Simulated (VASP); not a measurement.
Wanted: the native input for a VASP 6.6.1 run.

```
Task                   : single point
Functional             : PBE
Potentials or basis    : VASP PAW PBE potentials, release 64 (Si, Ge_d)
Cutoff                 : 520 eV
k mesh                 : 6 × 6 × 4
Occupations            : gaussian, width 0.1 eV
Spin                   : no spin polarisation
Dipole correction      : no
Further INCAR settings : ALGO = Normal; EDIFF = 1e-07; NBANDS = 23
```

The structure of SiGe2 lies in POSCAR:

```
SiGe2
1.0
    2.7633700048      0.0000000000      0.0000000000
   -1.3816850024      2.3931486242      0.0000000000
    0.0000000000      0.0000000000      8.2455934722
Si Ge
1 2
Direct
    0.0000000000      0.0000000000      0.0000000000
    0.0000000000      0.0000000000      0.3286948841
    0.0000000000      0.0000000000      0.6713051159
```

These files were run (other wordings do the same):

INCAR

```
PREC = Accurate
ENCUT = 520
EDIFF = 1E-7
ISMEAR = 0
SIGMA = 0.1
LREAL = F
LASPH = T
NELM = 80
ALGO = Normal
ISIF = 2
LWAVE = F
LCHARG = F
GGA = PE
NBANDS = 23
```

KPOINTS

```
Automatic mesh
0
Gamma
  6 6 4
```

Potentials or basis: VASP PAW PBE potentials, release 64 (Si, Ge_d).

Launch:

```console
$ cat potpaw_PBE.64/Si/POTCAR potpaw_PBE.64/Ge_d/POTCAR > POTCAR
$ mpirun -np 1 vasp_std > vasp.out
```

It gave:

```yaml
Pressure: 0.0 GPa
Band_gap_on_the_k_mesh: zero (band 16 reaches 12.42 eV, above the bottom of band 17 at 4.61 eV)
```

Caveat: the k points lie up to 0.44 Å⁻¹ apart.

Wall time 25 s on 1 thread of Intel(R) Xeon(R) Platinum 8488C (Sapphire Rapids), with other jobs on the host, peak memory 0.18 GiB.
